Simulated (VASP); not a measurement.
Set up this calculation in VASP 6.6.1, as the native input.

```yaml
Task: single point
Functional: PBE
Potentials_or_basis: VASP PAW PBE potentials, release 64 (Pd)
Cutoff: 520 eV
k_mesh: 24 × 24 × 6
Occupations: gaussian, width 0.1 eV
Spin: no spin polarisation
Dipole_correction: no
Further_INCAR_settings: ALGO = Fast; EDIFF = 1e-06; NBANDS = 28
```

The structure of Pd lies in POSCAR:

```
Pd
1.0
    2.7241174189      0.0000000000      0.0000000000
   -1.3620587095      2.3591548877      0.0000000000
    0.0000000000      0.0000000000      8.9951208765
Pd
4
Direct
    0.0000000000      0.0000000000      0.0000000000
    0.3333333333      0.6666666667      0.2500000000
    0.0000000000      0.0000000000      0.5000000000
    0.6666666667      0.3333333333      0.7500000000
```

This isn't the form of Pd at room conditions, which is fcc.

This cell differs from its parent crystal: equal strain along all axes, cell held: -2.0 %.

One way to write it, as run:

INCAR

```
SYSTEM = Pd
PREC = Accurate
ENCUT = 520
EDIFF = 1E-6
ISMEAR = 0
SIGMA = 0.1
LREAL = .False.
LASPH = .True.
NELM = 60
ALGO = Fast
ISIF = 2
LWAVE = .False.
LCHARG = .True.
GGA = PE
LELF = .True.
LVHAR = .True.
NBANDS = 28
```

KPOINTS

```
regular mesh
0
Gamma
  24 24 6
  0 0 0
```

Potentials or basis: VASP PAW PBE potentials, release 64 (Pd).

The run is started by

```bash
$ cat potpaw_PBE.64/Pd/POTCAR > POTCAR
$ mpirun -np 1 vasp_std > vasp.out
```

Results of the run:

```json
{"Pressure": "11.6 GPa", "Band gap on the k mesh": "zero (bands 20 and 21 overlap by 0.97 eV)"}
```

Caveat: the cell differs from its parent crystal (equal strain along all axes, cell held: -2.0 %); the cell stands under pressure.

Run time: 6.8 min on 1 thread of Intel(R) Xeon(R) Platinum 8175M CPU @ 2.50GHz (Skylake/Cascade Lake) (shared host), peak memory 0.39 GiB.
